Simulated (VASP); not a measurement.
# Os (Fm-3m) in VASP: single point with r2SCAN

Aim: the single point of Os with r2SCAN.

Program: VASP 6.6.1. These are calculated values, not measurements. Logs are shortened: lines on timing, memory, paths and dates and some standing lists are left out, and cuts for length are marked.

## Step 1: The cell of the first run

The structure is cubic, space group Fm-3m (No. 225). The conventional cell has a = 3.832 Å, b = 3.832 Å, c = 3.832 Å, α = 90.00°, β = 90.00°, γ = 90.00°. Os (site symmetry m-3m) has 12 Os at 2.71 Å within 3.6 Å.

This isn't the form of Os at room conditions, which is hcp.

## Step 2: Single point, r2SCAN

The input, POSCAR:

```
Os
1.0
    0.0000000000      1.9159225462      1.9159225462
    1.9159225462      0.0000000000      1.9159225462
    1.9159225462      1.9159225462      0.0000000000
Os
1
Direct
    0.0000000000      0.0000000000      0.0000000000
```

The input, INCAR.step1:

```
SYSTEM = Os
PREC     = Accurate       ! precision mode
ENCUT    = 550            ! plane-wave cutoff, eV
ISMEAR   = 0              ! smearing method
SIGMA    = 0.1            ! smearing width, eV
LREAL    = .FALSE.        ! projectors in reciprocal space
LASPH    = .TRUE.         ! aspherical terms in the spheres
NELM     = 120            ! most SCF steps
NBANDS   = 14             ! bands
GGA      = PE             ! functional
ALGO     = Normal         ! electronic algorithm
EDIFF    = 1E-5           ! SCF threshold, eV
LWAVE    = .TRUE.         ! write WAVECAR
LCHARG   = .FALSE.        ! write CHGCAR
GGA_COMPAT= .FALSE.
```

The input, INCAR.step2:

```
SYSTEM = Os
PREC     = Accurate       ! precision mode
ENCUT    = 550            ! plane-wave cutoff, eV
EDIFF    = 1E-6           ! SCF threshold, eV
ISMEAR   = 0              ! smearing method
SIGMA    = 0.1            ! smearing width, eV
LREAL    = .FALSE.        ! projectors in reciprocal space
LASPH    = .TRUE.         ! aspherical terms in the spheres
NELM     = 120            ! most SCF steps
ALGO     = Normal         ! electronic algorithm
ISIF     = 2              ! what is computed and relaxed
LWAVE    = .FALSE.        ! write WAVECAR
LCHARG   = .TRUE.         ! write CHGCAR
METAGGA  = R2SCAN         ! meta-GGA
LMIXTAU  = .TRUE.       
LELF     = .TRUE.         ! ELF
LVHAR    = .TRUE.       
NBANDS   = 14             ! bands
ISTART   = 1            
GGA_COMPAT= .FALSE.
```

The input, KPOINTS:

```
regular mesh
0
G
  18 18 18
  0 0 0
```

Potentials or basis: VASP PAW PBE potentials, release 64 (Os_sv_GW).

Started as:

```console
> cat potpaw_PBE.64/Os_sv_GW/POTCAR > POTCAR
> cp INCAR.step1 INCAR
> mpirun -np 1 vasp_std > vasp.out
> cp INCAR.step2 INCAR
> mpirun -np 1 vasp_std > vasp.out
```

OUTCAR:

```text
SYSTEM = Os
   PREC = Accurate
   ENCUT = 550
   EDIFF = 1E-6
   ISMEAR = 0
   LREAL = .FALSE.
   LASPH = .TRUE.
   NELM = 120
   ISIF = 2
   METAGGA = R2SCAN
   ISTART = 1

 ion  position               nearest neighbor table
   1  0.000  0.000  0.000-

  LATTYP: Found a face centered cubic cell.
 ALAT       =     3.8318450924

  Lattice vectors:

 A1 = (   0.0000000000,   1.9159225462,   1.9159225462)
 A2 = (   1.9159225462,   0.0000000000,   1.9159225462)
 A3 = (   1.9159225462,   1.9159225462,   0.0000000000)

Analysis of symmetry for initial positions (statically):
=====================================================================
 Subroutine PRICEL returns:
 Original cell was already a primitive cell.

 Routine SETGRP: Setting up the symmetry group for a
 face centered cubic supercell.

 Subroutine GETGRP returns: Found 48 space group operations
 (whereof 48 operations were pure point group operations)
 out of a pool of 48 trial point group operations.

The static configuration has the point symmetry O_h .

Analysis of symmetry for dynamics (positions and initial velocities):
=====================================================================
 Subroutine PRICEL returns:
 Original cell was already a primitive cell.

 Routine SETGRP: Setting up the symmetry group for a
 face centered cubic supercell.

 Subroutine GETGRP returns: Found 48 space group operations
 (whereof 48 operations were pure point group operations)
 out of a pool of 48 trial point group operations.

The dynamic configuration has the point symmetry O_h .

 Subroutine INISYM returns: Found 48 space group operations
 (whereof 48 operations are pure point group operations),
 and found     1 'primitive' translations

----------------------------------------------------------------------------------------

                                     Primitive cell

  volume of cell :      14.0658

  direct lattice vectors                    reciprocal lattice vectors
     0.000000000  1.915922546  1.915922546    -0.260970884  0.260970884  0.260970884
     1.915922546  0.000000000  1.915922546     0.260970884 -0.260970884  0.260970884
     1.915922546  1.915922546  0.000000000     0.260970884  0.260970884 -0.260970884

  length of vectors
     2.709523649  2.709523649  2.709523649     0.452014830  0.452014830  0.452014830

  position of ions in fractional coordinates (direct lattice)
     0.000000000  0.000000000  0.000000000

  ion indices of the primitive-cell ions
   primitive index   ion index
                 1           1

----------------------------------------------------------------------------------------

 KPOINTS: regular mesh

Automatic generation of k-mesh.
 Grid dimensions read from file:
 generate k-points for:   18   18   18

 Generating k-lattice:

  Cartesian coordinates                     Fractional coordinates (reciprocal lattice)
    -0.014498382  0.014498382  0.014498382     0.055555556  0.000000000  0.000000000
     0.014498382 -0.014498382  0.014498382     0.000000000  0.055555556  0.000000000
     0.014498382  0.014498382 -0.014498382     0.000000000  0.000000000  0.055555556

  Length of vectors
     0.025111935  0.025111935  0.025111935

  Shift w.r.t. Gamma in fractional coordinates (k-lattice)
     0.000000000  0.000000000  0.000000000

 Subroutine IBZKPT returns following result:
 ===========================================

 Found    195 irreducible k-points:

 Following reciprocal coordinates:
            Coordinates               Weight
  0.000000  0.000000  0.000000      1.000000
  0.055556  0.000000  0.000000      8.000000
  0.111111  0.000000  0.000000      8.000000
  0.166667  0.000000  0.000000      8.000000
  0.222222  0.000000  0.000000      8.000000
  0.277778  0.000000  0.000000      8.000000
[... 16 lines left out ...]
 -0.277778  0.055556  0.000000     24.000000
 -0.222222  0.055556  0.000000     24.000000
 [... further k-points ...]
   k-points           NKPTS =    195   k-points in BZ     NKDIM =    195   number of bands    NBANDS=     14
   number of dos      NEDOS =    301   number of ions     NIONS =      1
   total plane-waves  NPLWV =  13824
   dimension x,y,z NGX =    24 NGY =   24 NGZ =   24
   dimension x,y,z NGXF=    48 NGYF=   48 NGZF=   48
   ions per type =               1
   NGX,Y,Z   is equivalent  to a cutoff of  14.73, 14.73, 14.73 a.u.
   NGXF,Y,Z  is equivalent  to a cutoff of  29.45, 29.45, 29.45 a.u.
 SYSTEM =  Os
   PREC   = accura    normal or accurate (medium, high low for compatibility)
   ISTART =      1    job   : 0-new  1-cont  2-samecut
   ICHARG =      0    charge: 1-file 2-atom 10-const
   ISPIN  =      1    spin polarized calculation?
   LNONCOLLINEAR =      F non collinear calculations
   LSORBIT =      F    spin-orbit coupling
   LASPH  =      T    aspherical Exc in radial PAW
   ENCUT  =  550.0 eV  40.42 Ry    6.36 a.u.   5.18  5.18  5.18*2*pi/ulx,y,z
   NELM   =    120;   NELMIN=  2; NELMDL=  0     # of ELM steps
   EDIFF  = 0.1E-05   stopping-criterion for ELM
   LREAL  =      F    real-space projection
   EDIFFG = 0.1E-04   stopping-criterion for IOM
   NSW    =      0    number of steps for IOM
   IBRION =     -1    ionic relax: 0-MD 1-quasi-New 2-CG
   NFREE  =      0    steps in history (QN), initial steepest desc. (CG)
   ISIF   =      2    stress and relaxation
   ISYM   =      2    0-nonsym 1-usesym 2-fastsym
   POTIM  = 0.5000    time-step for ionic-motion
   TEBEG  =    0.0;   TEEND  =   0.0 temperature during run
   PSTRESS=    0.0 pullay stress
   NELECT =      16.0000    total number of electrons
   NUPDOWN=      -1.0000    fix difference up-down
   EMIN   =  10.00;   EMAX   =-10.00  energy-range for DOS
   EFERMI =   0.00;   METHOD = LEGACY
   ISMEAR =     0;   SIGMA  =   0.10  broadening in eV -4-tet -1-fermi 0-gaus
   EFERMI_NEDOS =   21; number of points for ismear=-14 and -15
   IALGO  =     38    algorithm
   IMIX   =      4    mixing-type and parameters
     AMIX     =   0.40;   BMIX     =  1.00
     AMIX_MAG =   1.60;   BMIX_MAG =  1.00
  volume/ion in A,a.u.               =      14.07        94.92
  Fermi-wavevector in a.u.,A,eV,Ry     =   1.708940  3.229429 39.735499  2.920477
  Thomas-Fermi vector in A             =   2.787516
   LORBIT       =      0    0 simple, 1 ext, 2 COOP (PROOUT), +10 PAW based schemes
   METAGGA = R2SCAN    functional components
   LHFCALC =     F    Hartree Fock is set to
   AEXX    =    0.0000 exact exchange contribution
   IVDW    =     0    specifies the selected vdW correction
   LEPSILON=     F    determine dielectric tensor
   LRPA    =     F    only Hartree local field effects (RPA)
 non-spin polarized calculation
 Gauss-broadening in eV      SIGMA  =   0.10
  energy-cutoff  :      550.00
  volume of cell :       14.07
 maximum number of plane-waves:       424
 NGX is ok and might be reduce to    24
   NGX = 11   NGY = 11   NGZ = 11

 number of electron      16.0000000 magnetization

 Free energy of the ion-electron system (eV)
  ---------------------------------------------------
  ext. energy  EPLUGINS =         0.00000000
  ---------------------------------------------------
  free energy    TOTEN  =       -53.93866356 eV

  energy without entropy =      -53.93512455  energy(sigma->0) =      -53.93689406

 E-fermi :  13.3091     XC(G=0): -15.9791

 val. band max:       13.2690546210   @ k =  -0.2778   0.1667   0.0000
 cond. band min:      13.3322105882   @ k =  -0.2222   0.2778   0.0556
 fundamental gap:      0.0631559672
 Fermi energy:        13.3091466848

 k-point     1 :       0.0000    0.0000    0.0000
  band No.  band energies     occupation
      1     -75.2382      2.00000
      2     -33.4271      2.00000
      3     -33.4271      2.00000
      4     -33.4271      2.00000
      5       2.1090      2.00000
      6      10.2826      2.00000
      7      10.2826      2.00000
      8      10.2826      2.00000
      9      13.4106      0.15135
     10      13.4106      0.15135
     11      27.2904      0.00000
     12      33.3744      0.00000
     13      33.3744      0.00000
     14      33.3744      0.00000

 k-point     2 :       0.0556    0.0000    0.0000
  band No.  band energies     occupation
      1     -75.2349      2.00000
      2     -33.4634      2.00000
      3     -33.4319      2.00000
      4     -33.4319      2.00000
      5       2.2613      2.00000
      6      10.1867      2.00000
      7      10.3509      2.00000
      8      10.3509      2.00000
      9      13.3589      0.48181
     10      13.3589      0.48181
     11      27.5735      0.00000
     12      32.7068      0.00000
     13      33.6411      0.00000
     14      33.6411      0.00000

 k-point     3 :       0.1111    0.0000    0.0000
  band No.  band energies     occupation
      1     -75.2254      2.00000
      2     -33.5672      2.00000
      3     -33.4454      2.00000
      4     -33.4454      2.00000
      5       2.7006      2.00000
      6       9.9409      2.00000
      7      10.5294      2.00000
      8      10.5294      2.00000
      9      13.2444      1.64001
     10      13.2444      1.64001
     11      28.3474      0.00000
     12      31.3684      0.00000
     13      34.4186      0.00000
     14      34.4186      0.00000
[... 324 lines left out ...]
 k-point    23 :      -0.2778    0.0556    0.0000
  band No.  band energies     occupation
      1     -75.1655      2.00000
      2     -34.1723      2.00000
      3     -33.5666      2.00000
      4     -33.5160      2.00000
      5       5.1345      2.00000
      6       9.7263      2.00000
      7      10.5740      2.00000
      8      10.7143      2.00000
      9      13.5985      0.00004
     10      14.6860      0.00000
     11      26.8604      0.00000
     12      30.5670      0.00000
     13      36.5887      0.00000
     14      37.9346      0.00000

 k-point    24 :      -0.2222    0.0556    0.0000
  band No.  band energies     occupation
      1     -75.1842      2.00000
      2     -33.9824      2.00000
      3     -33.5388      2.00000
      4     -33.4883      2.00000
      5       4.5241      2.00000
      6       9.3936      2.00000
      7      10.7652      2.00000
      8      10.8852      2.00000
      9      13.0197      1.99996
     10      14.0482      0.00000
     11      28.0850      0.00000
     12      31.0801      0.00000
     13      36.4903      0.00000
     14      37.9172      0.00000

 [... further k-points ...]
[... 5 lines left out ...]
  --------------------------------------------------------------------------------------
  -------------------------------------------------------------------------------------
  Total       -0.1671473     -0.1671473     -0.1671473     -0.0000000     -0.0000000      0.0000000
  in kB      -19.0390898    -19.0390898    -19.0390898     -0.0000000     -0.0000000      0.0000000
  external PRESSURE =     -19.0390898 kB  Pullay stress =       0.0000000 kB

 VOLUME and BASIS-vectors are now :
 -----------------------------------------------------------------------------
  energy-cutoff  :      550.00
  volume of cell :       14.07
      direct lattice vectors                 reciprocal lattice vectors
     0.000000000  1.915922546  1.915922546    -0.260970884  0.260970884  0.260970884
     1.915922546  0.000000000  1.915922546     0.260970884 -0.260970884  0.260970884
     1.915922546  1.915922546  0.000000000     0.260970884  0.260970884 -0.260970884

 POSITION                                       TOTAL-FORCE (eV/Angst)
 -----------------------------------------------------------------------------------
      0.00000      0.00000      0.00000         0.000000      0.000000     -0.000000
 -----------------------------------------------------------------------------------
    total drift:                                0.000000      0.000000     -0.000000

  FREE ENERGIE OF THE ION-ELECTRON SYSTEM (eV)
  ---------------------------------------------------
  free  energy   TOTEN  =       -53.9386635596 eV

  energy  without entropy=      -53.9351245520  energy(sigma->0) =      -53.93689406
```

It took 2.2 min on 1 thread of Intel Xeon Platinum 8259CL at 2.50GHz (Skylake/Cascade Lake), shared host; peak memory 0.18 GiB.

Results:

| Quantity | Value |
| --- | --- |
| Free energy | -53.9387 eV |
| Pressure | -1.9 GPa |
| Band gap on the k mesh | zero (bands 8 and 9 overlap by 3.96 eV) |

Caveat: the PAW data sets were made with another functional, which shifts forces and pressure a little; spin-orbit coupling is left out, which moves the levels of the heavy elements.
